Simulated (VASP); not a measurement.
# TiSi63 (a cell with a defect) in VASP: a series of runs, part 2 of 3

VASP 6.6.1.

**3. Single point, PBE, collinear spin**

Contents of INCAR:

```
  ALGO = Normal
  EDIFF = 1E-6
  ENCUT = 520
  GGA = PE
  ISIF = 2
  ISMEAR = 0
  ISPIN = 2
  LASPH = T
  LCHARG = T
  LELF = T
  LMAXMIX = 4
  LORBIT = 11
  LREAL = Auto
  LUSENCCL = F
  LVHAR = T
  LWAVE = F
  MAGMOM = 0.2 0 0 0 0 0 0 0 0 0 0 0 0 0 0 0 0 0 0 0 0.2 0 0 0 0 0 0 0.2 0 0 0 0 0.2 0 0 0 0 0 0 0 0 0 0 0 0 0 0 0 0 0 0 0 0 0 0.2 0 0 0 0 0 0 0 0 0
  NBANDS = 174
  NELM = 150
  PREC = Accurate
  SIGMA = 0.05
```

Contents of KPOINTS:

```
k-points
0
Gamma
  1 1 1
```

Contents of POSCAR:

```
TiSi63
1.0
    6.6508880000      6.6508890000      3.8447710000
   -9.9763330000      3.3254440000      1.9223860000
    3.3254440000     -9.9763330000      9.6119280000
Ti Si
1 63
Direct
    0.1336041270      0.9672755166      0.9613933324
    0.3824476532      0.7045035568      0.7043660359
    0.1337522522      0.7085313755      0.2057095142
    0.6327228774      0.4543762630      0.4551668435
    0.8868959809      0.2014070112      0.2020031217
    0.3802772764      0.4523302621      0.9549597796
    0.6304915855      0.2054656742      0.7032342973
    0.1326676337      0.4543357324      0.4541735493
    0.3870757187      0.2062027270      0.2052808779
    0.1318698965      0.2027089931      0.7048870273
    0.8820205364      0.9531951835      0.4565176283
    0.6396990670      0.9533694304      0.9546528612
    0.8798478162      0.7031929552      0.7037253168
    0.3838223987      0.9556744402      0.4536129533
    0.6342955257      0.7015746525      0.2051304674
    0.8865433938      0.4577968781      0.9541248249
    0.1196756418      0.5544292387      0.0460861767
    0.3641753676      0.2920438449      0.7966035149
    0.6161731970      0.0464706282      0.5444969499
    0.1181320881      0.2961319385      0.2952497811
    0.3834298666      0.0502103823      0.0493998603
    0.1159486071      0.0443059507      0.5453410327
    0.8655042310      0.7929034275      0.2983656094
    0.6149884971      0.7939630903      0.7948181484
    0.8652516556      0.5442179341      0.5446736608
    0.3674622318      0.7964604391      0.2945970608
    0.6120939465      0.5390141532      0.0454419005
    0.1139950427      0.7914868360      0.7910758433
    0.3649309650      0.5449983618      0.5447636532
    0.8637147263      0.2996484324      0.7927472884
    0.6210662166      0.2962154230      0.2964190055
    0.8733626592      0.0414369957      0.0420286068
    0.0394388514      0.1500985095      0.9532887304
    0.2945781129      0.8831676273      0.7033104032
    0.5439407734      0.6338367327      0.4551902136
    0.0419405904      0.8860557853      0.2092298788
    0.2974854006      0.6356980338      0.9542832832
    0.0444488799      0.6337716823      0.4550257374
    0.7979942747      0.3816577834      0.2041123881
    0.5395779324      0.3831511735      0.7051415559
    0.7955960604      0.1333754767      0.4544532113
    0.2954843250      0.3841814507      0.2049312825
    0.5540148056      0.1339610721      0.9545070502
    0.0453274718      0.3832815565      0.7039145405
    0.2933915650      0.1340567475      0.4548148996
    0.7923543334      0.8837932782      0.7052727961
    0.5479113024      0.8824944917      0.2051931772
    0.7869072858      0.6293099521      0.9542639117
    0.2044654040      0.6146868990      0.7938687342
    0.4533524344      0.3656931877      0.5447649770
    0.7088959736      0.1146481319      0.2935091766
    0.2029795383      0.3736030759      0.0479408755
    0.4558104193      0.1141694877      0.7952897710
    0.2064024958      0.1169665772      0.2944758735
    0.9456595376      0.8555534469      0.0486723319
    0.7025449843      0.8659486598      0.5457522387
    0.9565047990      0.6142937367      0.2946029708
    0.4629281374      0.8653656274      0.0447230422
    0.7022932869      0.6138887095      0.7940529736
    0.2058760345      0.8655192954      0.5434941331
    0.4548298541      0.6161445283      0.2951258690
    0.9554280811      0.3653745642      0.5442258707
    0.7105232834      0.3657592535      0.0441982940
    0.9484499250      0.1181369483      0.7922101064
```

Potentials or basis: VASP PAW PBE potentials, release 64 (Ti_sv, Si).

Command:

```sh
> cat potpaw_PBE.64/Ti_sv/POTCAR potpaw_PBE.64/Si/POTCAR > POTCAR
> mpirun -np 1 vasp_gam > vasp.out
```

OUTCAR:

```text
EDIFF = 1E-6
   ENCUT = 520
   GGA = PE
   ISIF = 2
   ISMEAR = 0
   ISPIN = 2
   LASPH = T
   LORBIT = 11
   LREAL = Auto
   NELM = 150
   PREC = Accurate

 ion  position               nearest neighbor table
   1  0.134  0.967  0.961-  33 2.48  55 2.50  21 2.50  28 2.51
   2  0.382  0.705  0.704-  29 2.33  24 2.35  34 2.37  49 2.38
   3  0.134  0.709  0.206-  17 2.31  26 2.36  36 2.37  57 2.38
   4  0.633  0.454  0.455-  31 2.33  25 2.35  35 2.38  50 2.38
   5  0.887  0.201  0.202-  32 2.34  20 2.35  39 2.38  51 2.39
   6  0.380  0.452  0.955-  18 2.32  27 2.35  52 2.37  37 2.38
[... 56 lines left out ...]
  63  0.711  0.366  0.044-  43 2.33  39 2.34  16 2.38  27 2.38
  64  0.948  0.118  0.792-  33 2.31  46 2.34  30 2.37  10 2.37

  LATTYP: Found a triclinic cell.
 ALAT       =    10.1612449887
 B/A-ratio  =     3.0241273988
 C/A-ratio  =     1.1803256044
 COS(alpha) =     0.0006103648
 COS(beta)  =     0.5449076326
 COS(gamma) =     0.7560318497

  Lattice vectors:

 A1 = (  -6.6508880000,  -6.6508890000,  -3.8447710000)
 A2 = ( -26.6035530000,  -0.0000010000, -15.3790840000)
 A3 = (   3.3254450000,  -9.9763330000,  -5.7671570000)

Analysis of symmetry for initial positions (statically):
=====================================================================
 Subroutine PRICEL returns:
 Original cell was already a primitive cell.

 Routine SETGRP: Setting up the symmetry group for a
 triclinic supercell.

 Subroutine GETGRP returns: Found  1 space group operations
 (whereof  1 operations were pure point group operations)
 out of a pool of  2 trial point group operations.

The static configuration has the point symmetry C_1 .

Analysis of symmetry for dynamics (positions and initial velocities):
=====================================================================
 Subroutine PRICEL returns:
 Original cell was already a primitive cell.

 Routine SETGRP: Setting up the symmetry group for a
 triclinic supercell.

 Subroutine GETGRP returns: Found  1 space group operations
 (whereof  1 operations were pure point group operations)
 out of a pool of  2 trial point group operations.

The dynamic configuration has the point symmetry C_1 .

Analysis of structural, dynamic, and magnetic symmetry:
=====================================================================
 Subroutine PRICEL returns:
 Original cell was already a primitive cell.

 Routine SETGRP: Setting up the symmetry group for a
 triclinic supercell.

 Subroutine GETGRP returns: Found  1 space group operations
 (whereof  1 operations were pure point group operations)
 out of a pool of  2 trial point group operations.

The overall configuration has the point symmetry C_1 .

 Subroutine INISYM returns: Found  1 space group operations
 (whereof  1 operations are pure point group operations),
 and found     1 'primitive' translations

----------------------------------------------------------------------------------------

                                     Primitive cell

  volume of cell :    1360.5667

  direct lattice vectors                    reciprocal lattice vectors
[... 196 lines left out ...]
   TEBEG  =    0.0;   TEEND  =   0.0 temperature during run
   PSTRESS=    0.0 pullay stress
   NELECT =     264.0000    total number of electrons
   NUPDOWN=      -1.0000    fix difference up-down
   EMIN   =  10.00;   EMAX   =-10.00  energy-range for DOS
   EFERMI =   0.00;   METHOD = LEGACY
   ISMEAR =     0;   SIGMA  =   0.05  broadening in eV -4-tet -1-fermi 0-gaus
   EFERMI_NEDOS =   21; number of points for ismear=-14 and -15
   IALGO  =     38    algorithm
   IMIX   =      4    mixing-type and parameters
     AMIX     =   0.40;   BMIX     =  1.00
     AMIX_MAG =   1.60;   BMIX_MAG =  1.00
  volume/ion in A,a.u.               =      21.26       143.46
  Fermi-wavevector in a.u.,A,eV,Ry     =   0.947770  1.791025 12.221672  0.898268
  Thomas-Fermi vector in A             =   2.075895
   LORBIT       =     11    0 simple, 1 ext, 2 COOP (PROOUT), +10 PAW based schemes
   GGA     = PE    functional components
   LHFCALC =     F    Hartree Fock is set to
   AEXX    =    0.0000 exact exchange contribution
   IVDW    =     0    specifies the selected vdW correction
   LEPSILON=     F    determine dielectric tensor
   LRPA    =     F    only Hartree local field effects (RPA)
 spin polarized calculation
 Gauss-broadening in eV      SIGMA  =   0.05
  energy-cutoff  :      520.00
  volume of cell :     1360.57
 maximum number of plane-waves:     18321
 NGX is ok and might be reduce to    80
   NGX = 37   NGY = 39   NGZ = 53

 number of electron     263.9999999 magnetization       0.0002765

 Free energy of the ion-electron system (eV)
  ---------------------------------------------------
  ext. energy  EPLUGINS =         0.00000000
  ---------------------------------------------------
  free energy    TOTEN  =      -340.17140899 eV

  energy without entropy =     -340.17140899  energy(sigma->0) =     -340.17140899

 E-fermi :   5.3228     XC(G=0):  -9.1020

 val. band max:        4.9671283151   @ k =   0.0000   0.0000   0.0000
 cond. band min:       5.9280546375   @ k =   0.0000   0.0000   0.0000
 fundamental gap:      0.9609263224
 Fermi energy:         5.3227901483

 spin component 1

 k-point     1 :       0.0000    0.0000    0.0000
  band No.  band energies     occupation
      1     -51.5805      1.00000
      2     -27.9318      1.00000
      3     -27.8317      1.00000
      4     -27.8048      1.00000
      5      -6.5757      1.00000
      6      -5.9280      1.00000
[... 136 lines left out ...]
    143       6.7391      0.00000
    144       6.7783      0.00000
 Fermi energy:         5.3227901483

 spin component 2

 k-point     1 :       0.0000    0.0000    0.0000
  band No.  band energies     occupation
      1     -51.5805      1.00000
      2     -27.9317      1.00000
      3     -27.8317      1.00000
      4     -27.8047      1.00000
      5      -6.5757      1.00000
      6      -5.9280      1.00000
[... 136 lines left out ...]
    143       6.7391      0.00000
    144       6.7783      0.00000
 [bands above 144 left out]

------------------------ aborting loop because EDIFF is reached ----------------------------------------

  FORCE on cell =-STRESS in cart. coord.  units (eV):
  Direction    XX          YY          ZZ          XY          YZ          ZX
  --------------------------------------------------------------------------------------
  -------------------------------------------------------------------------------------
  Total       10.5133390     14.1453533     22.1731860     -5.6503935     -4.3017667     -4.1874315
  in kB       12.3803068     16.6572974     26.1107194     -6.6537953     -5.0656782     -4.9310392
  external PRESSURE =      18.3827745 kB  Pullay stress =       0.0000000 kB

 VOLUME and BASIS-vectors are now :
 -----------------------------------------------------------------------------
  energy-cutoff  :      520.00
  volume of cell :     1360.57
      direct lattice vectors                 reciprocal lattice vectors
     6.650888000  6.650889000  3.844771000     0.037588962  0.075177924  0.065023377
    -9.976333000  3.325444000  1.922386000    -0.075177924  0.037588958  0.065023369
     3.325444000 -9.976333000  9.611928000     0.000000004 -0.037588961  0.065023374

 POSITION                                       TOTAL-FORCE (eV/Angst)
 -----------------------------------------------------------------------------------
     -5.56422     -5.48597     11.61400        -0.003271     -0.026505     -0.004744
     -2.14242     -2.14059      9.59507        -0.009257     -0.007665      0.001914
     -5.49490      1.19353      3.85358        -0.002434      0.001943      0.006279
      1.18879      1.17828      7.68119        -0.005834     -0.005772      0.001092
      4.56109      4.55316      5.73873        -0.005619     -0.004784      0.000199
      1.19225     -5.49362     11.51064        -0.001127     -0.000910      0.004466
[... 56 lines left out ...]
      1.22365      5.50099      3.85976         0.000525     -0.002146      0.001387
      7.76391     -1.20246     11.48834        -0.008765     -0.000964     -0.009383
 -----------------------------------------------------------------------------------
    total drift:                               -0.006684      0.004601     -0.004546

  FREE ENERGIE OF THE ION-ELECTRON SYSTEM (eV)
  ---------------------------------------------------
  free  energy   TOTEN  =      -340.1714089852 eV

  energy  without entropy=     -340.1714089852  energy(sigma->0) =     -340.17140899

 total charge

# of ion       s       p       d       tot
------------------------------------------
    1        2.238   6.084   1.939  10.261
    2        0.753   0.931   0.000   1.684
    3        0.752   0.937   0.000   1.689
    4        0.754   0.931   0.000   1.685
    5        0.750   0.926   0.000   1.676
    6        0.750   0.938   0.000   1.688
[... 56 lines left out ...]
   63        0.754   0.933   0.000   1.688
   64        0.757   0.931   0.000   1.687
--------------------------------------------------
tot         49.766  64.939   1.939 116.644

 magnetization (x)

# of ion       s       p       d       tot
------------------------------------------
    1        0.000   0.000   0.000   0.000
    2       -0.000  -0.000   0.000  -0.000
    3       -0.000  -0.000   0.000  -0.000
    4       -0.000  -0.000   0.000  -0.000
    5       -0.000  -0.000   0.000  -0.000
    6       -0.000  -0.000   0.000  -0.000
[... 56 lines left out ...]
   63       -0.000  -0.000   0.000  -0.000
   64       -0.000  -0.000   0.000  -0.000
--------------------------------------------------
tot         -0.000  -0.000   0.000  -0.000
```

It took 3.7 min on 1 × NVIDIA H100 80GB with 1 thread of AMD EPYC 7R13 (Zen 3), shared host; peak memory 2.1 GiB.

Results:

```yaml
Free_energy: -340.1714 eV
Pressure: 1.8 GPa
Largest_force: 0.042 eV/Å
Band_gap_on_the_k_mesh: 0.96 eV
Net_moment: 0.00 μB per cell
Valence_electrons_inside_the_program's_atomic_spheres: Ti 10.26; Si 1.68, 1.69, 1.67, 1.74, 1.72 (each value once)
```

Forces in eV/Å, atoms in the order of the input:
```
Ti  -0.003 -0.027 -0.005
Si  -0.009 -0.008  0.002
Si  -0.002  0.002  0.006
Si  -0.006 -0.006  0.001
Si  -0.006 -0.005  0.000
Si  -0.001 -0.001  0.004
Si  -0.004  0.000  0.008
Si   0.001  0.005  0.009
Si  -0.007 -0.009  0.010
Si   0.004  0.003  0.011
Si  -0.002 -0.001  0.009
Si   0.003  0.006  0.021
Si   0.000  0.001  0.003
Si  -0.002  0.002  0.011
Si   0.002 -0.008  0.014
Si  -0.001  0.007  0.003
Si  -0.001  0.001 -0.006
Si   0.002 -0.002  0.001
Si  -0.001  0.002 -0.002
Si   0.003  0.000 -0.007
Si   0.004  0.017 -0.036
Si   0.001  0.005 -0.014
Si   0.003  0.000 -0.011
Si   0.000  0.001 -0.006
Si   0.006  0.007  0.000
Si   0.000 -0.001 -0.007
Si  -0.004 -0.002 -0.001
Si  -0.002 -0.001  0.015
Si  -0.003 -0.002 -0.003
Si   0.005  0.000 -0.013
Si   0.008  0.006 -0.007
Si  -0.009 -0.010 -0.007
Si   0.026 -0.003  0.011
Si   0.010  0.002  0.007
Si  -0.002 -0.004  0.002
Si   0.002 -0.012  0.010
Si   0.012  0.005 -0.004
Si   0.004  0.004 -0.002
Si   0.005  0.005  0.001
Si   0.001 -0.001 -0.001
Si  -0.002 -0.005 -0.005
Si  -0.005 -0.008 -0.002
Si  -0.003 -0.009 -0.004
Si  -0.008 -0.008  0.006
Si   0.007  0.002 -0.003
Si  -0.003 -0.003 -0.005
Si  -0.002  0.007  0.001
Si   0.004 -0.012 -0.008
Si   0.004  0.012  0.011
Si  -0.004 -0.003 -0.001
Si   0.000  0.004  0.002
Si  -0.006 -0.005 -0.003
Si   0.000  0.012 -0.005
Si  -0.006 -0.004  0.000
Si  -0.009  0.041  0.001
Si   0.000  0.004  0.000
Si  -0.004  0.004 -0.001
Si   0.008 -0.001  0.001
Si  -0.003 -0.005 -0.003
Si  -0.007 -0.005  0.007
Si   0.010  0.006 -0.004
Si   0.005  0.002 -0.001
Si   0.001 -0.002  0.001
Si  -0.009 -0.001 -0.009
```

Stress tensor (GPa, compression positive):
```
 1.24 -0.67 -0.49
-0.67  1.67 -0.51
-0.49 -0.51  2.61
```

Levels at points of the mesh, in eV from the valence-band top:
Spin up:
```csv
k point,band 130,band 131,band 132,band 133,band 134,band 135
"(0.00, 0.00, 0.00)",-0.10,-0.08,0.00,0.96,1.01,1.21
```
Spin down:
```
           k point  band 130  band 131  band 132  band 133  band 134  band 135
(0.00, 0.00, 0.00)     -0.10     -0.08      0.00      0.96      1.01      1.21
```

Caveat: the k points lie up to 0.67 Å⁻¹ apart.

**4. Single point, PBE, collinear spin**

Contents of INCAR:

```
  PREC = Accurate
  ENCUT = 520
  EDIFF = 1E-6
  ISMEAR = 0
  SIGMA = 0.05
  LREAL = Auto
  LASPH = True
  NELM = 150
  ALGO = Normal
  ISIF = 2
  LWAVE = False
  LCHARG = False
  ISPIN = 2
  MAGMOM = 0.2 0 0 0 0 0 0 0 0 0 0 0 0 0 0 0 0 0 0 0 0.2 0 0 0 0 0 0 0.2 0 0 0 0 0.2 0 0 0 0 0 0 0 0 0 0 0 0 0 0 0 0 0 0 0 0 0 0.2 0 0 0 0 0 0 0 0 0
  LORBIT = 11
  LMAXMIX = 4
  GGA = PE
  NBANDS = 174
  NELECT = 265.0
  LUSENCCL = False
```

Contents of KPOINTS:

```
Automatic mesh
0
Gamma
  1 1 1
```

POSCAR is that of step 3.

Command:

```sh
> cat potpaw_PBE.64/Ti_sv/POTCAR potpaw_PBE.64/Si/POTCAR > POTCAR
> mpirun -np 1 vasp_gam > vasp.out
```

It took 5.1 min on 1 × NVIDIA H100 80GB with 1 thread of AMD EPYC 7R13 (Zen 3), shared host; peak memory 2.1 GiB.

Results (log left out):

```yaml
Free_energy: -334.2032 eV
Largest_force: 0.277 eV/Å
Net_moment: 0.12 μB per cell
Valence_electrons_inside_the_program's_atomic_spheres: Ti 10.29; Si 1.69, 1.68, 1.70, 1.73, 1.71, 1.75, 1.74 (each value once)
```

Forces in eV/Å, atoms in the order of the input:
```
Ti   0.121  0.124 -0.034
Si   0.027  0.020  0.094
Si  -0.034  0.020 -0.008
Si   0.040  0.048  0.013
Si  -0.010  0.010 -0.085
Si  -0.002 -0.033  0.015
Si  -0.041 -0.025  0.028
Si   0.029  0.038  0.005
Si   0.039  0.042  0.064
Si  -0.038 -0.048 -0.034
Si   0.006 -0.024  0.009
Si   0.016  0.007  0.111
Si   0.091  0.065 -0.008
Si  -0.005 -0.005 -0.021
Si  -0.016 -0.017  0.018
Si  -0.020 -0.003  0.006
Si   0.017  0.038  0.022
Si   0.045  0.014  0.014
Si  -0.001  0.006  0.007
Si  -0.001 -0.004  0.008
Si   0.016  0.008 -0.276
Si   0.014 -0.008  0.008
Si   0.021  0.013  0.039
Si   0.005 -0.010 -0.069
Si  -0.076 -0.084  0.011
Si  -0.001  0.008  0.013
Si   0.026  0.024 -0.051
Si  -0.064 -0.015  0.219
Si  -0.007 -0.001 -0.004
Si   0.036  0.041 -0.042
Si  -0.074 -0.070 -0.049
Si  -0.046 -0.043 -0.025
Si  -0.026  0.040  0.025
Si   0.024 -0.109  0.011
Si  -0.009 -0.018 -0.001
Si  -0.051  0.004 -0.119
Si  -0.026  0.032 -0.008
Si  -0.011  0.014 -0.021
Si   0.033  0.014 -0.019
Si  -0.014  0.018  0.025
Si  -0.013  0.008  0.012
Si   0.021 -0.011  0.020
Si   0.018 -0.078  0.052
Si   0.039 -0.030 -0.030
Si  -0.033  0.041 -0.025
Si  -0.001 -0.029 -0.035
Si   0.010  0.057 -0.014
Si  -0.042 -0.035  0.054
Si  -0.098  0.041  0.013
Si  -0.025 -0.005 -0.022
Si  -0.003  0.013 -0.012
Si  -0.005 -0.067 -0.118
Si   0.007  0.002 -0.001
Si   0.001  0.024  0.046
Si   0.052  0.002  0.065
Si   0.028 -0.026  0.040
Si   0.005 -0.026  0.028
Si  -0.066  0.031  0.014
Si  -0.030 -0.006 -0.052
Si   0.037  0.019  0.004
Si   0.031 -0.018 -0.013
Si   0.015 -0.027  0.021
Si   0.032 -0.012 -0.021
Si  -0.014  0.001  0.084
```

Levels at points of the mesh, in eV from the Fermi level:
Spin up:
| k point | band 131 | band 132 | band 133 | band 134 | band 135 | band 136 |
| --- | --- | --- | --- | --- | --- | --- |
| (0.00, 0.00, 0.00) | -1.05 | -1.01 | -0.01 | 0.10 | 0.16 | 0.23 |
Spin down:
```tsv
k point	band 128	band 129	band 130	band 131	band 132	band 133	band 134	band 135	band 136	band 137
(0.00, 0.00, 0.00)	-1.35	-1.18	-1.16	-1.05	-1.00	0.01	0.11	0.14	0.24	0.26
```

Caveat: the k points lie up to 0.67 Å⁻¹ apart; the cell carries a net charge on a neutralising background, which shifts energy and pressure; the cell is charged against a uniform background, so pressure and absolute levels hang on convention.

(Continued in part 3 of 3.)
